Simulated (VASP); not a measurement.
# Re (P6_3/mmc) in VASP: a series of runs

Aim: see how the results for Re move with the level of theory and the settings. Levels: PBEsol+D3(BJ), SVWN5. Tasks: single point.

Program: VASP 6.6.1. These are calculated values, not measurements. Logs are shortened: lines on timing, memory, paths and dates and some standing lists are left out, and cuts for length are marked.

### 1 The cell of the first run

It takes space group P6_3/mmc (No. 194, hexagonal). Conventional cell: a = 2.732 Å, b = 2.732 Å, c = 4.414 Å, α = 90.00°, β = 90.00°, γ = 120.00°. Within 3.6 Å of Re (site symmetry -6m2) lie 12 Re at 2.71 to 2.73 Å.

### 2 Single point, PBEsol+D3(BJ)

File INCAR:

```
SYSTEM = Re
ALGO = Normal
EDIFF = 1E-7
ENCUT = 520
GGA = PS
ISIF = 2
ISMEAR = -1
IVDW = 12
LASPH = .TRUE.
LCHARG = .FALSE.
LREAL = .FALSE.
LWAVE = .FALSE.
NBANDS = 14
NELM = 80
PREC = Accurate
SIGMA = 0.05
```

File KPOINTS:

```
k-points
0
G
  11 11 6
  0 0 0
```

File POSCAR:

```
Re
1.0
    2.7322414032      0.0000000000      0.0000000000
   -1.3661207016      2.3661904645      0.0000000000
    0.0000000000      0.0000000000      4.4141859768
Re
2
Direct
    0.6666666667      0.3333333333      0.7500000000
    0.3333333333      0.6666666667      0.2500000000
```

Potentials or basis: VASP PAW PBE potentials, release 64 (Re).

Command:

```bash
$ cat potpaw_PBE.64/Re/POTCAR > POTCAR
$ mpirun -np 1 vasp_std > vasp.out
```

OUTCAR:

```text
SYSTEM = Re
   EDIFF = 1E-7
   ENCUT = 520
   GGA = PS
   ISIF = 2
   ISMEAR = -1
   IVDW = 12
   LASPH = .TRUE.
   LREAL = .FALSE.
   NELM = 80
   PREC = Accurate
 IVDW          = 12

 ion  position               nearest neighbor table
   1  0.667  0.333  0.750-   2 2.71   2 2.71   2 2.71   2 2.71   2 2.71   2 2.71
   2  0.333  0.667  0.250-   1 2.71   1 2.71   1 2.71   1 2.71   1 2.71   1 2.71

  LATTYP: Found a hexagonal cell.
 ALAT       =     2.7322414032
 C/A-ratio  =     1.6155914963

  Lattice vectors:

 A1 = (   2.7322414032,   0.0000000000,   0.0000000000)
 A2 = (  -1.3661207016,   2.3661904645,   0.0000000000)
 A3 = (   0.0000000000,   0.0000000000,   4.4141859768)

Analysis of symmetry for initial positions (statically):
=====================================================================
 Subroutine PRICEL returns:
 Original cell was already a primitive cell.

 Routine SETGRP: Setting up the symmetry group for a
 hexagonal supercell.

 Subroutine GETGRP returns: Found 24 space group operations
 (whereof 12 operations were pure point group operations)
 out of a pool of 24 trial point group operations.

The static configuration has the point symmetry D_3d.
 The point group associated with its full space group is D_6h.

Analysis of symmetry for dynamics (positions and initial velocities):
=====================================================================
 Subroutine PRICEL returns:
 Original cell was already a primitive cell.

 Routine SETGRP: Setting up the symmetry group for a
 hexagonal supercell.

 Subroutine GETGRP returns: Found 24 space group operations
 (whereof 12 operations were pure point group operations)
 out of a pool of 24 trial point group operations.

The dynamic configuration has the point symmetry D_3d.
 The point group associated with its full space group is D_6h.

 Subroutine INISYM returns: Found 24 space group operations
 (whereof 12 operations are pure point group operations),
 and found     1 'primitive' translations

----------------------------------------------------------------------------------------

                                     Primitive cell

  volume of cell :      28.5377

  direct lattice vectors                    reciprocal lattice vectors
     2.732241403  0.000000000  0.000000000     0.365999871  0.211310124  0.000000000
    -1.366120702  2.366190464  0.000000000     0.000000000  0.422620248  0.000000000
     0.000000000  0.000000000  4.414185977     0.000000000  0.000000000  0.226542335

  length of vectors
     2.732241403  2.732241403  4.414185977     0.422620248  0.422620248  0.226542335

  position of ions in fractional coordinates (direct lattice)
     0.666666667  0.333333333  0.750000000
     0.333333333  0.666666667  0.250000000

  ion indices of the primitive-cell ions
   primitive index   ion index
                 1           1
                 2           2

----------------------------------------------------------------------------------------

 KPOINTS: k-points

Automatic generation of k-mesh.
 Grid dimensions read from file:
 generate k-points for:   11   11    6

 Generating k-lattice:

  Cartesian coordinates                     Fractional coordinates (reciprocal lattice)
     0.033272716  0.019210011  0.000000000     0.090909091  0.000000000  0.000000000
     0.000000000  0.038420023  0.000000000     0.000000000  0.090909091  0.000000000
     0.000000000  0.000000000  0.037757056     0.000000000  0.000000000  0.166666667

  Length of vectors
     0.038420023  0.038420023  0.037757056

  Shift w.r.t. Gamma in fractional coordinates (k-lattice)
     0.000000000  0.000000000  0.000000000

 Subroutine IBZKPT returns following result:
 ===========================================

 Found     64 irreducible k-points:

 Following reciprocal coordinates:
            Coordinates               Weight
  0.000000  0.000000  0.000000      1.000000
  0.090909 -0.000000  0.000000      6.000000
  0.181818  0.000000  0.000000      6.000000
  0.272727 -0.000000  0.000000      6.000000
  0.363636 -0.000000  0.000000      6.000000
  0.454545 -0.000000  0.000000      6.000000
[... 16 lines left out ...]
  0.090909  0.090909  0.166667     12.000000
  0.181818  0.090909  0.166667     24.000000
 [... further k-points ...]
   k-points           NKPTS =     64   k-points in BZ     NKDIM =     64   number of bands    NBANDS=     14
   number of dos      NEDOS =    301   number of ions     NIONS =      2
   total plane-waves  NPLWV =  14400
   dimension x,y,z NGX =    20 NGY =   20 NGZ =   36
   dimension x,y,z NGXF=    40 NGYF=   40 NGZF=   72
   ions per type =               2
   NGX,Y,Z   is equivalent  to a cutoff of  12.17, 12.17, 13.56 a.u.
   NGXF,Y,Z  is equivalent  to a cutoff of  24.34, 24.34, 27.12 a.u.
 SYSTEM =  Re
   PREC   = accura    normal or accurate (medium, high low for compatibility)
   ISTART =      0    job   : 0-new  1-cont  2-samecut
   ICHARG =      2    charge: 1-file 2-atom 10-const
   ISPIN  =      1    spin polarized calculation?
   LNONCOLLINEAR =      F non collinear calculations
   LSORBIT =      F    spin-orbit coupling
   LASPH  =      T    aspherical Exc in radial PAW
   ENCUT  =  520.0 eV  38.22 Ry    6.18 a.u.   5.08  5.08  8.21*2*pi/ulx,y,z
   NELM   =     80;   NELMIN=  2; NELMDL= -5     # of ELM steps
   EDIFF  = 0.1E-06   stopping-criterion for ELM
   LREAL  =      F    real-space projection
   EDIFFG = 0.1E-05   stopping-criterion for IOM
   NSW    =      0    number of steps for IOM
   IBRION =     -1    ionic relax: 0-MD 1-quasi-New 2-CG
   NFREE  =      0    steps in history (QN), initial steepest desc. (CG)
   ISIF   =      2    stress and relaxation
   ISYM   =      2    0-nonsym 1-usesym 2-fastsym
   POTIM  = 0.5000    time-step for ionic-motion
   TEBEG  =    0.0;   TEEND  =   0.0 temperature during run
   PSTRESS=    0.0 pullay stress
   NELECT =      14.0000    total number of electrons
   NUPDOWN=      -1.0000    fix difference up-down
   EMIN   =  10.00;   EMAX   =-10.00  energy-range for DOS
   EFERMI =   0.00;   METHOD = LEGACY
   ISMEAR =    -1;   SIGMA  =   0.05  broadening in eV -4-tet -1-fermi 0-gaus
   EFERMI_NEDOS =   21; number of points for ismear=-14 and -15
   IALGO  =     38    algorithm
   IMIX   =      4    mixing-type and parameters
     AMIX     =   0.40;   BMIX     =  1.00
     AMIX_MAG =   1.60;   BMIX_MAG =  1.00
  volume/ion in A,a.u.               =      14.27        96.29
  Fermi-wavevector in a.u.,A,eV,Ry     =   1.291153  2.439925 22.681947  1.667076
  Thomas-Fermi vector in A             =   2.422941
   LORBIT       =      0    0 simple, 1 ext, 2 COOP (PROOUT), +10 PAW based schemes
   GGA     = PS    functional components
   LHFCALC =     F    Hartree Fock is set to
   AEXX    =    0.0000 exact exchange contribution
   IVDW    =    12    specifies the selected vdW correction
   LEPSILON=     F    determine dielectric tensor
   LRPA    =     F    only Hartree local field effects (RPA)
 non-spin polarized calculation
  energy-cutoff  :      520.00
  volume of cell :       28.54
 maximum number of plane-waves:       784
   NGX = 11   NGY = 11   NGZ = 17

 number of electron      14.0000000 magnetization

 Free energy of the ion-electron system (eV)
  ---------------------------------------------------
  ext. energy  EPLUGINS =         0.00000000
  ---------------------------------------------------
  free energy    TOTEN  =       -26.72508337 eV

  energy without entropy =      -26.71230326  energy(sigma->0) =      -26.71869332

 E-fermi :   8.1126     XC(G=0): -13.9878

 val. band max:        8.0811387788   @ k =   0.1818   0.0000   0.1667
 cond. band min:       8.1629237832   @ k =   0.1818   0.0909   0.0000
 fundamental gap:      0.0817850044
 Fermi energy:         8.1126285091

 k-point     1 :       0.0000    0.0000    0.0000
  band No.  band energies     occupation
      1      -2.0097      2.00000
      2       1.2292      2.00000
      3       6.4323      2.00000
      4       6.4326      2.00000
      5       6.4326      2.00000
      6       7.3137      2.00000
      7       7.3137      2.00000
      8       8.2932      0.05260
      9       8.2932      0.05260
     10       8.7785      0.00000
     11      11.6164      0.00000
     12      11.6164      0.00000
     13      18.5103      0.00000
     14      22.3151      0.00000

 k-point     2 :       0.0909   -0.0000    0.0000
  band No.  band energies     occupation
      1      -1.6611      2.00000
      2       1.5545      2.00000
      3       5.7691      2.00000
      4       6.7561      2.00000
      5       6.9464      2.00000
      6       7.1165      2.00000
      7       7.4613      2.00000
      8       7.6199      1.99989
      9       8.0274      1.69207
     10       8.2533      0.11321
     11      11.7970      0.00000
     12      12.9876      0.00000
     13      18.4947      0.00000
     14      23.0904      0.00000

 k-point     3 :       0.1818    0.0000    0.0000
  band No.  band energies     occupation
      1      -0.7030      2.00000
      2       2.3197      2.00000
      3       5.0754      2.00000
      4       5.7462      2.00000
      5       6.4790      2.00000
      6       7.4394      2.00000
      7       7.6957      1.99952
      8       7.8055      1.99571
      9       7.8312      1.99284
     10       8.5015      0.00084
     11      12.1491      0.00000
     12      15.2718      0.00000
     13      18.2814      0.00000
     14      24.6987      0.00000
[... 324 lines left out ...]
 k-point    23 :       0.0909    0.0909    0.1667
  band No.  band energies     occupation
      1      -0.6972      2.00000
      2       2.1909      2.00000
      3       5.2484      2.00000
      4       5.5103      2.00000
      5       6.4460      2.00000
      6       6.9925      2.00000
      7       7.2292      2.00000
      8       7.8199      1.99428
      9       8.5984      0.00012
     10       8.6365      0.00006
     11      11.9046      0.00000
     12      13.7598      0.00000
     13      19.7769      0.00000
     14      23.8238      0.00000

 k-point    24 :       0.1818    0.0909    0.1667
  band No.  band energies     occupation
      1       0.3822      2.00000
      2       2.9979      2.00000
      3       4.3952      2.00000
      4       4.7373      2.00000
      5       6.0522      2.00000
      6       6.7801      2.00000
      7       7.4235      2.00000
      8       8.4003      0.00632
      9       9.1502      0.00000
     10       9.5632      0.00000
     11      12.0482      0.00000
     12      15.2269      0.00000
     13      19.6518      0.00000
     14      24.4692      0.00000

 [... further k-points ...]

------------------------ aborting loop because EDIFF is reached ----------------------------------------

 Edisp (eV)   -1.41550

 E8    (eV) :    -1.0259

  FORCE on cell =-STRESS in cart. coord.  units (eV):
  Direction    XX          YY          ZZ          XY          YZ          ZX
  --------------------------------------------------------------------------------------
  -------------------------------------------------------------------------------------
  Total       0.05192     0.05192     0.02767     0.00000     0.00000    -0.00000
  in kB       2.91476     2.91476     1.55341     0.00000     0.00000    -0.00000
  external pressure =        2.46 kB  Pullay stress =        0.00 kB

 VOLUME and BASIS-vectors are now :
 -----------------------------------------------------------------------------
  energy-cutoff  :      520.00
  volume of cell :       28.54
      direct lattice vectors                 reciprocal lattice vectors
     2.732241403  0.000000000  0.000000000     0.365999871  0.211310124  0.000000000
    -1.366120702  2.366190464  0.000000000     0.000000000  0.422620248  0.000000000
     0.000000000  0.000000000  4.414185977     0.000000000  0.000000000  0.226542335

 POSITION                                       TOTAL-FORCE (eV/Angst)
 -----------------------------------------------------------------------------------
      1.36612      0.78873      3.31064         0.000000      0.000000      0.000000
     -0.00000      1.57746      1.10355         0.000000     -0.000000      0.000000
 -----------------------------------------------------------------------------------
    total drift:                               -0.000000      0.000000     -0.000000

  FREE ENERGIE OF THE ION-ELECTRON SYSTEM (eV)
  ---------------------------------------------------
  free  energy   TOTEN  =       -28.1405831785 eV

  energy  without entropy=      -28.1278030660  energy(sigma->0) =      -28.13419312
```

It took 34 s on 1 thread of AMD EPYC 7R43 (Zen 3), shared host; peak memory 0.13 GiB.

Results:

| Item | Value |
| --- | --- |
| Free energy | -28.1406 eV |
| Pressure | 0.2 GPa |
| Band gap on the k mesh | zero (band 7 reaches 9.54 eV, above the bottom of band 8 at 6.30 eV) |
| Dispersion energy per atom | -0.708 eV |

Caveat: the PAW data sets were made with another functional, which shifts forces and pressure a little; spin-orbit coupling is left out, which moves the levels of the heavy elements; pairwise dispersion overbinds metals, which lowers pressure and volume.

### 3 Single point, SVWN5

This run uses another cell than the first one, of 14.32 Å³/atom, 1.004 times its volume.

File INCAR:

```
PREC = Accurate ; ENCUT = 520
EDIFF = 1E-6 ; ISMEAR = -1
SIGMA = 0.05 ; LREAL = F
LASPH = T ; NELM = 80
ALGO = Normal ; ISIF = 2
LWAVE = F ; LCHARG = T
GGA = VW ; LELF = T
LVHAR = T ; NBANDS = 14
```

File KPOINTS:

```
regular mesh
0
Gamma
  11 11 6
```

File POSCAR:

```
Re
1.0
    2.7365289369      0.0000000000      0.0000000000
   -1.3682644685      2.3699035776      0.0000000000
    0.0000000000      0.0000000000      4.4158991352
Re
2
Direct
    0.6666666667      0.3333333333      0.7500000000
    0.3333333333      0.6666666667      0.2500000000
```

Potentials or basis: VASP PAW PBE potentials, release 64 (Re).

Command:

```bash
$ cat potpaw_PBE.64/Re/POTCAR > POTCAR
$ mpirun -np 1 vasp_std > vasp.out
```

Run time: 28 s. Hardware: 1 thread of AMD EPYC 7R43 (Zen 3), shared host; peak memory 0.11 GiB.

Results (log left out):

| Item | Value |
| --- | --- |
| Free energy | -27.6369 eV |
| Pressure | 0.5 GPa |
| Band gap on the k mesh | zero (band 7 reaches 9.37 eV, above the bottom of band 8 at 6.06 eV) |

Stress tensor (GPa, compression positive):
```
0.54 0.00 0.00
0.00 0.54 0.00
0.00 0.00 0.42
```

Levels at points of the mesh, in eV from the Fermi level:
```tsv
k point	band 4	band 5	band 6	band 7	band 8	band 9	band 10	band 11
(0.00, 0.00, 0.00)	-1.69	-1.67	-0.81	-0.81	0.15	0.15	0.76	3.46
(0.00, 0.00, 0.50)	-2.46	-1.82	-1.82	-1.82	-1.82	2.62	2.62	2.62
```

Caveat: the PAW data sets were made with another functional, which shifts forces and pressure a little; spin-orbit coupling is left out, which moves the levels of the heavy elements.
